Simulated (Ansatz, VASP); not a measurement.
# Pt in VASP and in Ansatz

```
Pt
1.0
     2.98152    0.00000    0.00000
    -1.49076    2.58207    0.00000
     0.00000    0.00000    4.60045
Pt
2
Cartesian
  1.4908 0.8607 3.4503
  0.0000 1.7214 1.1501
```

Change from the starting cell: strain +0.080 along x and y, -0.040 along z, atoms carried along.

Alike in both runs: task single point; functional PBEsol; k mesh 18 × 18 × 10; occupations gaussian, width 0.15 eV; no spin polarisation.

|  | VASP | Ansatz |
| --- | --- | --- |
| version | VASP 6.6.1 | Ansatz 0.2.0 |
| potentials or method | VASP PAW PBE potentials, release 64 (Pt), cutoff 520 eV | scalar-relativistic, plane waves, PAW |
| valence electrons in the cell | 20 | 36 |

```csv
,VASP,Ansatz,Ansatz less VASP
gap on the k mesh at the Fermi level (eV),none,none,-
pressure (GPa),-28.2,-27.9,+0.28
"traceless stress, the component that is largest in VASP (GPa)",2.66,2.64,-0.017
```

VASP's potentials were made for PBE, not for PBEsol. A gap of «none» marks a metal or a gap that the smearing closes. With one functional, cell and mesh, what is left measures potentials, basis and numerics. VASP's potentials hold 20 valence electrons a cell and Ansatz's 36, so a difference there can come from the potentials and not from the codes.

Spin-orbit coupling is off throughout.
